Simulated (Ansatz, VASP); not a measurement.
ScAl in VASP and in Ansatz

```
Sc Al
1.0
     3.37752    0.00000    0.00000
     0.00000    3.37752    0.00000
     0.00000    0.00000    3.37752
Sc Al
1 1
Direct
  0.50000 0.50000 0.50000
  0.00000 0.00000 0.00000
```

Alike in both runs: task single point; functional PBEsol; k mesh 12 × 12 × 12; occupations gaussian, width 0.1 eV; no spin polarisation.

```csv
,VASP,Ansatz
version,VASP 6.6.1,Ansatz 0.2.0
potentials or method,"VASP PAW PBE potentials, release 64 (Sc_sv, Al), cutoff 520 eV","scalar-relativistic, plane waves, PAW"
valence electrons in the cell,14,14
```

Ansatz gave:

| Item | Value |
| --- | --- |
| gap on the k mesh at the Fermi level (eV) | none |
| pressure (GPa) | -2.3 |

Task: Which values does VASP return?

Result: gap on the k mesh at the Fermi level (eV): none; pressure (GPa): -2.1.

VASP's potentials were made for PBE, not for PBEsol. A gap of «none» marks a metal or a gap that the smearing closes.
